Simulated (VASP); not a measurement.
# Ga32As19P13 (P1) in VASP: relaxation of volume and atoms at fixed shape with PBEsol

Aim: the relaxation of volume and atoms at fixed shape of Ga32As19P13 with PBEsol.

All numbers are computed with VASP 6.6.1; they aren't measurements. Logs are shortened: lines on timing, memory, paths and dates and some standing lists are left out, and cuts for length are marked.

**1. The cell of the first run**

The typed cell holds 64 atoms: a = 11.143 Å, b = 11.143 Å, c = 11.143 Å, α = 90.00°, β = 90.00°, γ = 90.00°.

**2. Relaxation of volume and atoms at fixed shape, PBEsol**

INCAR

```
SYSTEM = Ga32As19P13
PREC = Accurate ; ENCUT = 500
EDIFF = 1E-7 ; ISMEAR = -1
SIGMA = 0.05 ; LREAL = Auto
LASPH = .TRUE. ; NELM = 120
ALGO = Normal ; ISIF = 8
LWAVE = .FALSE. ; LCHARG = .FALSE.
GGA = PS ; IBRION = 2
NSW = 100 ; EDIFFG = -0.03
ISYM = -1 ; GGA_COMPAT = .FALSE.
NELMIN = 4 ; KPAR = 1
```

KPOINTS

```
explicit points
1
Reciprocal
  0.25000000   0.25000000   0.25000000 1
```

POSCAR

```
Ga32As19P13
1.0
   11.1427900000      0.0000000000      0.0000000000
    0.0000000000     11.1427900000      0.0000000000
    0.0000000000      0.0000000000     11.1427900000
Ga P As
32 13 19
Direct
    0.9998220000      0.9970870000      0.9960060000
    0.0021220000      0.9996390000      0.5010120000
    0.0005690000      0.4970990000      0.9976620000
    0.0000270000      0.4979340000      0.4989430000
    0.5017610000      0.9999790000      0.0022310000
    0.5011040000      0.0026540000      0.5004900000
    0.5017440000      0.5030010000      0.0008720000
    0.4996620000      0.5007610000      0.4975270000
    0.2511390000      0.2535770000      0.9973770000
    0.2496090000      0.2553410000      0.5022190000
    0.2504430000      0.7499370000      0.0023360000
    0.2510550000      0.7518560000      0.4999590000
    0.7491620000      0.2492110000      0.0001810000
    0.7493330000      0.2530220000      0.4970870000
    0.7512740000      0.7510670000      0.9999580000
    0.7515110000      0.7477650000      0.4975350000
    0.2490410000      0.9975180000      0.2522230000
    0.2500030000      0.9979250000      0.7524020000
    0.2508940000      0.4969580000      0.2526460000
    0.2502420000      0.4975050000      0.7496580000
    0.7506940000      0.9951970000      0.2503550000
    0.7484620000      0.9969670000      0.7493290000
    0.7507640000      0.5023750000      0.2490680000
    0.7506840000      0.5017870000      0.7491240000
    0.0004010000      0.2518790000      0.2502790000
    0.0010000000      0.2503400000      0.7516780000
    0.9995870000      0.7521700000      0.2522560000
    0.0008610000      0.7491160000      0.7495090000
    0.4984270000      0.2485430000      0.2534580000
    0.4976540000      0.2532620000      0.7522230000
    0.4988420000      0.7500760000      0.2528260000
    0.5008150000      0.7552410000      0.7519590000
    0.1255250000      0.1228200000      0.1249030000
    0.1239240000      0.6250690000      0.1256660000
    0.6252650000      0.1261620000      0.1250160000
    0.3764340000      0.3747240000      0.1223280000
    0.8762840000      0.3751650000      0.1206260000
    0.8769090000      0.3732200000      0.6248690000
    0.8744430000      0.8750530000      0.1248890000
    0.8753110000      0.8727460000      0.6236490000
    0.8758580000      0.1270190000      0.3708850000
    0.1257570000      0.3697360000      0.8732020000
    0.1243140000      0.8736580000      0.3770060000
    0.1239810000      0.8771970000      0.8759320000
    0.6262250000      0.8728030000      0.8739500000
    0.1279880000      0.1263980000      0.6256740000
    0.1245690000      0.6255590000      0.6240610000
    0.6267860000      0.1262780000      0.6245250000
    0.6244340000      0.6263350000      0.1243500000
    0.6246280000      0.6258990000      0.6286740000
    0.3727300000      0.3738400000      0.6239750000
    0.3732680000      0.8761040000      0.1242750000
    0.3761250000      0.8772890000      0.6220610000
    0.3782300000      0.1214180000      0.3742510000
    0.3725490000      0.1244230000      0.8707070000
    0.3749820000      0.6233690000      0.3747530000
    0.3705160000      0.6253040000      0.8752440000
    0.8757610000      0.1249430000      0.8748200000
    0.8754280000      0.6247260000      0.3743350000
    0.8751150000      0.6250780000      0.8749860000
    0.1247100000      0.3777110000      0.3745330000
    0.6260170000      0.3745820000      0.3743320000
    0.6272880000      0.3746870000      0.8745800000
    0.6238800000      0.8769990000      0.3724480000
```

Potentials or basis: VASP PAW PBE potentials, release 64 (Ga_d, P, As).

Command:

```console
cat potpaw_PBE.64/Ga_d/POTCAR potpaw_PBE.64/P/POTCAR potpaw_PBE.64/As/POTCAR > POTCAR
mpirun -np 4 vasp_std > vasp.out
```

OUTCAR:

```text
SYSTEM = Ga32As19P13
   PREC = Accurate
   ENCUT = 500
   EDIFF = 1E-7
   ISMEAR = -1
   LREAL = Auto
   LASPH = .TRUE.
   NELM = 120
   ISIF = 8
   GGA = PS
   IBRION = 2
   NSW = 100
   EDIFFG = -0.03
   ISYM = -1
   NELMIN = 4

 ion  position               nearest neighbor table
   1  1.000  0.997  0.996-  44 2.34  58 2.40  39 2.42  33 2.45
   2  0.002  1.000  0.501-  43 2.39  40 2.42  46 2.43  41 2.47
   3  0.001  0.497  0.998-  37 2.38  60 2.42  42 2.43  34 2.44
   4  0.000  0.498  0.499-  61 2.38  38 2.40  59 2.42  47 2.43
   5  0.502  1.000  0.002-  35 2.40  52 2.41  45 2.44  55 2.48
   6  0.501  0.003  0.500-  54 2.37  53 2.39  48 2.40  64 2.42
[... 56 lines left out ...]
  63  0.627  0.375  0.875-  13 2.40  30 2.40  24 2.42   7 2.45
  64  0.624  0.877  0.372-  21 2.36  31 2.39   6 2.42  16 2.46

IMPORTANT INFORMATION: All symmetrisations will be switched off!
NOSYMM: (Re-)initialisation of all symmetry stuff for point group C_1.

----------------------------------------------------------------------------------------

                                     Primitive cell

  volume of cell :    1383.5085

  direct lattice vectors                    reciprocal lattice vectors
    11.142790000  0.000000000  0.000000000     0.089744131  0.000000000  0.000000000
     0.000000000 11.142790000  0.000000000     0.000000000  0.089744131  0.000000000
     0.000000000  0.000000000 11.142790000     0.000000000  0.000000000  0.089744131

  length of vectors
    11.142790000 11.142790000 11.142790000     0.089744131  0.089744131  0.089744131

  position of ions in fractional coordinates (direct lattice)
     0.999822000  0.997087000  0.996006000
     0.002122000  0.999639000  0.501012000
     0.000569000  0.497099000  0.997662000
     0.000027000  0.497934000  0.498943000
     0.501761000  0.999979000  0.002231000
     0.501104000  0.002654000  0.500490000
[... 56 lines left out ...]
     0.627288000  0.374687000  0.874580000
     0.623880000  0.876999000  0.372448000

  ion indices of the primitive-cell ions
   primitive index   ion index
                 1           1
                 2           2
                 3           3
                 4           4
                 5           5
                 6           6
[... 56 lines left out ...]
                63          63
                64          64

----------------------------------------------------------------------------------------

 KPOINTS: explicit points

Read explicit list of k-points.

 Found      1 k-points:

 Following reciprocal coordinates:
            Coordinates               Weight
  0.250000  0.250000  0.250000      1.000000
   k-points           NKPTS =      1   k-points in BZ     NKDIM =      1   number of bands    NBANDS=    348
   number of dos      NEDOS =    301   number of ions     NIONS =     64
   total plane-waves  NPLWV = 592704
   dimension x,y,z NGX =    84 NGY =   84 NGZ =   84
   dimension x,y,z NGXF=   168 NGYF=  168 NGZF=  168
   ions per type =              32  13  19
   NGX,Y,Z   is equivalent  to a cutoff of  12.53, 12.53, 12.53 a.u.
   NGXF,Y,Z  is equivalent  to a cutoff of  25.06, 25.06, 25.06 a.u.
 SYSTEM =  Ga32As19P13
   PREC   = accura    normal or accurate (medium, high low for compatibility)
   ISTART =      0    job   : 0-new  1-cont  2-samecut
   ICHARG =      2    charge: 1-file 2-atom 10-const
   ISPIN  =      1    spin polarized calculation?
   LNONCOLLINEAR =      F non collinear calculations
   LSORBIT =      F    spin-orbit coupling
   LASPH  =      T    aspherical Exc in radial PAW
   ENCUT  =  500.0 eV  36.75 Ry    6.06 a.u.  20.32 20.32 20.32*2*pi/ulx,y,z
   NELM   =    120;   NELMIN=  4; NELMDL= -5     # of ELM steps
   EDIFF  = 0.1E-06   stopping-criterion for ELM
   LREAL  =      T    real-space projection
   EDIFFG = -.3E-01   stopping-criterion for IOM
   NSW    =    100    number of steps for IOM
   IBRION =      2    ionic relax: 0-MD 1-quasi-New 2-CG
   NFREE  =      1    steps in history (QN), initial steepest desc. (CG)
   ISIF   =      8    stress and relaxation
   ISYM   =     -1    0-nonsym 1-usesym 2-fastsym
   POTIM  = 0.5000    time-step for ionic-motion
   TEBEG  =    0.0;   TEEND  =   0.0 temperature during run
   PSTRESS=    0.0 pullay stress
   NELECT =     576.0000    total number of electrons
   NUPDOWN=      -1.0000    fix difference up-down
   EMIN   =  10.00;   EMAX   =-10.00  energy-range for DOS
   EFERMI =   0.00;   METHOD = LEGACY
   ISMEAR =    -1;   SIGMA  =   0.05  broadening in eV -4-tet -1-fermi 0-gaus
   EFERMI_NEDOS =   21; number of points for ismear=-14 and -15
   IALGO  =     38    algorithm
   IMIX   =      4    mixing-type and parameters
     AMIX     =   0.40;   BMIX     =  1.00
     AMIX_MAG =   1.60;   BMIX_MAG =  1.00
  volume/ion in A,a.u.               =      21.62       145.88
  Fermi-wavevector in a.u.,A,eV,Ry     =   1.222424  2.310046 20.331449  1.494319
  Thomas-Fermi vector in A             =   2.357571
   LORBIT       =      0    0 simple, 1 ext, 2 COOP (PROOUT), +10 PAW based schemes
   GGA     = PS    functional components
   LHFCALC =     F    Hartree Fock is set to
   AEXX    =    0.0000 exact exchange contribution
   IVDW    =     0    specifies the selected vdW correction
   LEPSILON=     F    determine dielectric tensor
   LRPA    =     F    only Hartree local field effects (RPA)
 conjugate gradient relaxation of ions
 non-spin polarized calculation
  energy-cutoff  :      500.00
  volume of cell :     1383.51
 maximum number of plane-waves:     35129
 NGX is ok and might be reduce to    84
   NGX = 41   NGY = 41   NGZ = 41

--------------------------------------- Ionic step        1  -------------------------------------------

 number of electron     575.9999998 magnetization

 Free energy of the ion-electron system (eV)
  ---------------------------------------------------
  ext. energy  EPLUGINS =         0.00000000
  ---------------------------------------------------
  free energy    TOTEN  =      -300.14322659 eV

  energy without entropy =     -300.14322554  energy(sigma->0) =     -300.14322606

------------------------ aborting loop because EDIFF is reached ----------------------------------------

  FORCE on cell =-STRESS in cart. coord.  units (eV):
  Direction    XX          YY          ZZ          XY          YZ          ZX
  --------------------------------------------------------------------------------------
  -------------------------------------------------------------------------------------
  Total        1.7760512      1.6251049      1.3732704     -4.1092225     -6.4490972     -5.7709594
  in kB        2.0567629      1.8819589      1.5903210     -4.7587009     -7.4684016     -6.6830817
  external PRESSURE =       1.8430143 kB  Pullay stress =       0.0000000 kB
[... 275 lines left out ...]
  FREE ENERGIE OF THE ION-ELECTRON SYSTEM (eV)
  ---------------------------------------------------
  free  energy   TOTEN  =      -301.0447481348 eV

  energy  without entropy=     -301.0447466484  energy(sigma->0) =     -301.04474739

[... ionic steps 4 to 9 ...]

--------------------------------------- Ionic step       10  -------------------------------------------

 number of electron     576.0000026 magnetization

------------------------ aborting loop because EDIFF is reached ----------------------------------------

  FORCE on cell =-STRESS in cart. coord.  units (eV):
  Direction    XX          YY          ZZ          XY          YZ          ZX
  --------------------------------------------------------------------------------------
  -------------------------------------------------------------------------------------
  Total        0.1507250      0.1024533      0.0790794     -6.5880932     -6.5998570     -6.6331829
  in kB        0.1747721      0.1187989      0.0916959     -7.6391755     -7.6528161     -7.6914589
  external PRESSURE =       0.1284223 kB  Pullay stress =       0.0000000 kB
[... 181 lines left out ...]
  energy  without entropy=     -301.2752251301  energy(sigma->0) =     -301.27522583

--------------------------------------- Ionic step       12  -------------------------------------------

 number of electron     576.0000024 magnetization

 Free energy of the ion-electron system (eV)
  ---------------------------------------------------
  ext. energy  EPLUGINS =         0.00000000
  ---------------------------------------------------
  free energy    TOTEN  =      -301.27659917 eV

  energy without entropy =     -301.27659776  energy(sigma->0) =     -301.27659847

 E-fermi :   4.6698     XC(G=0):  -9.8779

 val. band max:        3.9077315287   @ k =   0.2500   0.2500   0.2500
 cond. band min:       5.4018255247   @ k =   0.2500   0.2500   0.2500
 fundamental gap:      1.4940939960
 Fermi energy:         4.6698495033

 k-point     1 :       0.2500    0.2500    0.2500
  band No.  band energies     occupation
      1     -10.7094      2.00000
      2     -10.7021      2.00000
      3     -10.7007      2.00000
      4     -10.6977      2.00000
      5     -10.6955      2.00000
      6     -10.6935      2.00000
[... 292 lines left out ...]
    299       6.3104      0.00000
    300       6.5144      0.00000
 [bands above 300 left out]

------------------------ aborting loop because EDIFF is reached ----------------------------------------

  FORCE on cell =-STRESS in cart. coord.  units (eV):
  Direction    XX          YY          ZZ          XY          YZ          ZX
  --------------------------------------------------------------------------------------
  -------------------------------------------------------------------------------------
  Total       -0.0335520     -0.0777495     -0.0985371     -6.5502576     -6.6087304     -6.6087200
  in kB       -0.0388970     -0.0901353     -0.1142344     -7.5937404     -7.6615282     -7.6615161
  external PRESSURE =      -0.0810889 kB  Pullay stress =       0.0000000 kB
[... 79 lines left out ...]
  FREE ENERGIE OF THE ION-ELECTRON SYSTEM (eV)
  ---------------------------------------------------
  free  energy   TOTEN  =      -301.2765991710 eV

  energy  without entropy=     -301.2765977624  energy(sigma->0) =     -301.27659847

 reached required accuracy - stopping structural energy minimisation
```

Wall time 66 min (4 MPI ranks of Intel Xeon Platinum 8259CL at 2.50GHz (Skylake/Cascade Lake), shared host); peak memory 0.55 GiB.

What came out:

```
Free energy                           : -301.2766 eV
Relaxed volume                        : 21.59 Å³/atom
Relaxed cell                          : a = 11.139 Å, b = 11.139 Å, c = 11.139 Å, α = 90.00°, β = 90.00°, γ = 90.00°
Space group after relaxing (to 0.1 Å) : P1 (No. 1)
Energy gained by relaxing             : 17.7 meV/atom
Ionic steps                           : 12
Pressure after relaxing               : 0.0 GPa
Largest force after relaxing          : 0.026 eV/Å
Band gap on the k mesh                : 1.49 eV
```

Forces on the atoms (eV/Å):
```
Ga   0.007 -0.004 -0.005
Ga   0.007 -0.009 -0.003
Ga  -0.010 -0.001  0.009
Ga  -0.006  0.002  0.003
Ga   0.006 -0.001 -0.014
Ga  -0.018 -0.012 -0.014
Ga   0.003 -0.005  0.004
Ga  -0.019 -0.004  0.002
Ga  -0.007  0.003 -0.010
Ga   0.009 -0.009  0.004
Ga   0.002  0.002 -0.013
Ga   0.001 -0.002 -0.013
Ga   0.002  0.006  0.003
Ga   0.005  0.000  0.016
Ga  -0.013  0.001 -0.003
Ga   0.004  0.007 -0.002
Ga   0.008  0.009  0.000
Ga   0.001  0.012  0.005
Ga   0.002  0.016  0.010
Ga   0.004 -0.001 -0.005
Ga  -0.009  0.006  0.000
Ga  -0.003  0.000  0.010
Ga  -0.002  0.003  0.012
Ga   0.000 -0.007  0.003
Ga  -0.007 -0.004  0.007
Ga   0.008  0.016 -0.005
Ga   0.002 -0.007 -0.006
Ga   0.003  0.005  0.002
Ga   0.002 -0.006  0.001
Ga  -0.008 -0.006 -0.008
Ga   0.012 -0.013  0.000
Ga   0.017 -0.005 -0.001
P    0.002  0.000  0.004
P    0.004  0.007 -0.005
P   -0.006  0.000 -0.005
P   -0.007  0.000  0.009
P   -0.001  0.009  0.010
P   -0.004  0.002  0.004
P   -0.010  0.002  0.002
P    0.002  0.007  0.005
P   -0.008  0.002  0.008
P   -0.003  0.011  0.001
P    0.006 -0.003 -0.007
P    0.006  0.009 -0.005
P   -0.001 -0.004 -0.005
As   0.000 -0.001 -0.005
As   0.008  0.006 -0.002
As  -0.011 -0.015 -0.011
As  -0.002 -0.010 -0.001
As   0.001 -0.009 -0.007
As   0.004  0.004  0.000
As   0.009 -0.009 -0.001
As  -0.007 -0.015  0.004
As   0.003  0.004 -0.002
As   0.001  0.000 -0.001
As   0.000  0.005  0.003
As   0.012 -0.002 -0.005
As   0.012  0.012 -0.001
As   0.001  0.001  0.004
As  -0.007  0.003 -0.001
As   0.010  0.002  0.012
As  -0.006 -0.002  0.012
As  -0.006 -0.001 -0.007
As  -0.001 -0.004  0.004
```

Stress tensor (GPa, compression positive):
```
 0.00 -0.76 -0.77
-0.76 -0.01 -0.77
-0.77 -0.77 -0.01
```

Step by step:
```tsv
step	energy change (eV)	largest force (eV/Å)	pressure (GPa)	volume (Å³)
1	0.0000	1.3516	0.18	1383.51
2	-0.8318	0.4442	-0.29	1388.49
3	-0.9015	0.4988	-0.41	1390.43
4	-1.0393	0.2722	0.17	1379.29
5	-1.0609	0.1971	0.53	1372.64
6	-1.1110	0.1541	-0.13	1384.21
7	-1.1110	0.1551	-0.14	1384.53
8	-1.1263	0.0773	-0.03	1382.39
9	-1.1278	0.0683	0.02	1381.43
10	-1.1313	0.0442	0.01	1381.73
11	-1.1320	0.0374	0.00	1381.93
12	-1.1334	0.0263	-0.01	1382.02
```

Final structure:
```
Ga P As
1.0
    11.13878    0.00000    0.00000
     0.00000   11.13878    0.00000
     0.00000    0.00000   11.13878
Ga P As
32 13 19
Direct
  0.00357 0.99798 0.00271
  0.99583 0.99769 0.49589
  0.00305 0.49714 0.00300
  0.99752 0.49723 0.50183
  0.50707 0.00113 0.00087
  0.50106 0.00210 0.49936
  0.49652 0.49774 0.00266
  0.50110 0.50101 0.49918
  0.24636 0.25139 0.00379
  0.24933 0.24962 0.49868
  0.24235 0.74959 0.00017
  0.24566 0.75339 0.49609
  0.75130 0.24894 0.00595
  0.75857 0.24879 0.49823
  0.75222 0.75652 0.00031
  0.75458 0.75348 0.50229
  0.24215 0.00090 0.24934
  0.24573 0.99668 0.75503
  0.24909 0.49958 0.24249
  0.24578 0.49750 0.75422
  0.75491 0.00374 0.24639
  0.75179 0.99408 0.74982
  0.75537 0.49720 0.24490
  0.75447 0.49689 0.74782
  0.99698 0.24544 0.24591
  0.99957 0.25498 0.75176
  0.00288 0.75234 0.24655
  0.99998 0.75696 0.75028
  0.49972 0.24926 0.24260
  0.50099 0.24946 0.75092
  0.50005 0.75119 0.24997
  0.50291 0.75310 0.75566
  0.12283 0.12488 0.12446
  0.12339 0.62469 0.12403
  0.62749 0.12497 0.12528
  0.37327 0.37378 0.12331
  0.87768 0.37251 0.12384
  0.87659 0.37371 0.62467
  0.87787 0.87687 0.12479
  0.87646 0.87608 0.62440
  0.87675 0.12386 0.37221
  0.12408 0.37402 0.87806
  0.12149 0.87616 0.37285
  0.12259 0.87458 0.87727
  0.62763 0.87646 0.87633
  0.12209 0.12373 0.62514
  0.12302 0.62605 0.62567
  0.62922 0.12500 0.62504
  0.62641 0.62569 0.12356
  0.62723 0.62651 0.62647
  0.37409 0.37521 0.62576
  0.37255 0.87652 0.12361
  0.37441 0.87544 0.62578
  0.37398 0.12478 0.37127
  0.37420 0.12470 0.87773
  0.37249 0.62475 0.37264
  0.37236 0.62536 0.87707
  0.87574 0.12345 0.87664
  0.87673 0.62571 0.37338
  0.87739 0.62585 0.87591
  0.12278 0.37381 0.37107
  0.62758 0.37307 0.37212
  0.62668 0.37438 0.87736
  0.62844 0.87748 0.37350
```

Caveat: the PAW data sets were made with another functional, which shifts forces and pressure a little; a shifted mesh leaves out Γ, where band edges can lie.
